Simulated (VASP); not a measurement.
Write the native input for VASP 6.6.1 that does the following.

```yaml
Task: single point
Functional: r2SCAN
Potentials_or_basis: VASP PAW PBE potentials, release 64 (Zr_sv, C)
Cutoff: 660 eV
k_mesh: 13 × 13 × 13
Occupations: fermi-dirac, width 0.05 eV
Spin: no spin polarisation
Dipole_correction: no
Further_INCAR_settings: ALGO = Normal; EDIFF = 1e-06; NBANDS = 15
```

The system is ZrC.

```
CELL_PARAMETERS angstrom
0.00000 2.36500 2.36500
2.36500 0.00000 2.36500
2.36500 2.36500 0.00000
ATOMIC_POSITIONS crystal
Zr 0.50000 0.50000 0.50000
C 0.00000 0.00000 0.00000
```

These files were run (other wordings do the same):

POSCAR

```
ZrC
1.0
    0.0000000000      2.3650000000      2.3650000000
    2.3650000000      0.0000000000      2.3650000000
    2.3650000000      2.3650000000      0.0000000000
Zr C
1 1
Direct
    0.5000000000      0.5000000000      0.5000000000
    0.0000000000      0.0000000000      0.0000000000
```

INCAR.step1

```
PREC     = Accurate       # precision mode
ENCUT    = 660            # plane-wave cutoff, eV
ISMEAR   = -1             # smearing method
SIGMA    = 0.05           # smearing width, eV
LREAL    = F              # projectors in reciprocal space
LASPH    = T              # aspherical terms in the spheres
NELM     = 120            # most SCF steps
NBANDS   = 15             # bands
GGA      = PE             # functional
ALGO     = Normal         # electronic algorithm
EDIFF    = 1E-5           # SCF threshold, eV
LWAVE    = T              # write WAVECAR
LCHARG   = F              # write CHGCAR
GGA_COMPAT= F
```

INCAR.step2

```
PREC     = Accurate       # precision mode
ENCUT    = 660            # plane-wave cutoff, eV
EDIFF    = 1E-6           # SCF threshold, eV
ISMEAR   = -1             # smearing method
SIGMA    = 0.05           # smearing width, eV
LREAL    = F              # projectors in reciprocal space
LASPH    = T              # aspherical terms in the spheres
NELM     = 120            # most SCF steps
ALGO     = Normal         # electronic algorithm
ISIF     = 2              # what is computed and relaxed
LWAVE    = F              # write WAVECAR
LCHARG   = F              # write CHGCAR
METAGGA  = R2SCAN         # meta-GGA
LMIXTAU  = T            
NBANDS   = 15             # bands
ISTART   = 1            
GGA_COMPAT= F
```

KPOINTS

```
Automatic mesh
0
Gamma
  13 13 13
```

Potentials or basis: VASP PAW PBE potentials, release 64 (Zr_sv, C).

Command:

```sh
$ cat potpaw_PBE.64/Zr_sv/POTCAR potpaw_PBE.64/C/POTCAR > POTCAR
$ cp INCAR.step1 INCAR
$ mpirun -np 1 vasp_std > vasp.out
$ cp INCAR.step2 INCAR
$ mpirun -np 1 vasp_std > vasp.out
```

Results of the run:

The pressure is -2.5 GPa and the band gap on the k mesh is zero (bands 8 and 9 overlap by 1.28 eV).

Caveat: the PAW data sets were made with another functional, which shifts forces and pressure a little.

Wall time 110 s on 1 thread of Intel(R) Xeon(R) 6975P-C (Granite Rapids), with other jobs on the host, peak memory 0.19 GiB.
